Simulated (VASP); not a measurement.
**Cr: single point with PBE**

Crystal: Cr.

```
Cr
1.0
     2.96890    0.00000    0.00000
     0.00000    2.96890    0.00000
     0.00000    0.00000    2.96890
Cr
2
Direct
  0.00000 0.00000 0.00000
  0.50000 0.50000 0.50000
```

| Item | Value |
| --- | --- |
| Program | VASP 6.6.1 |
| Task | single point |
| Functional | PBE |
| Potentials or basis | VASP PAW PBE potentials, release 64 (Cr_pv) |
| Cutoff | 520 eV |
| k mesh | 6 × 6 × 6 |
| Occupations | fermi-dirac, width 0.00861733 eV |
| Spin | collinear spin, antiferromagnetic start |
| Starting moments | [-3.0, 3.0] μB |
| Dipole correction | no |
| Further INCAR settings | ALGO = Normal; EDIFF = 1e-06; NBANDS = 23 |

| Item | Value |
| --- | --- |
| Pressure | -13.5 GPa |
| Band gap on the k mesh | zero (filled and empty bands overlap) |
| Net moment | 0.00 μB per cell |
| Site moments | Cr -1.78, +1.78 μB |
| Valence electrons inside the program's atomic spheres | Cr 10.82 |

Levels at points of the mesh, in eV from the Fermi level:
Spin up:
```
           k point  band 8  band 9  band 10  band 11  band 12  band 13  band 14  band 15  band 16  band 17
(0.00, 0.00, 0.00)   -3.63   -3.63    -0.90    -0.90    -0.90     1.19     1.19     2.48     2.48     2.48
(0.50, 0.00, 0.00)   -3.52   -2.01    -1.03    -1.03    -0.73    -0.18     0.57     0.57     1.57     1.63
(0.50, 0.50, 0.00)   -3.78   -2.12    -2.12     0.63     0.81     0.81     0.89     1.37     2.15     2.70
(0.50, 0.50, 0.50)   -2.53   -2.53    -1.43    -1.43    -1.43     0.68     0.68     2.20     2.20     6.07
```
Spin down:
```csv
k point,band 10,band 11,band 12,band 13,band 14,band 15
"(0.00, 0.00, 0.00)",-0.90,-0.90,-0.90,1.19,1.19,2.48
"(0.50, 0.00, 0.00)",-1.03,-1.03,-0.73,-0.18,0.57,0.57
"(0.50, 0.50, 0.00)",-2.12,0.63,0.81,0.81,0.89,1.37
"(0.50, 0.50, 0.50)",-1.43,-1.43,-1.43,0.68,0.68,2.20
```

Wall time 13 s on 1 thread of Intel(R) Xeon(R) 6975P-C (Granite Rapids), with other jobs on the host, peak memory 0.15 GiB.
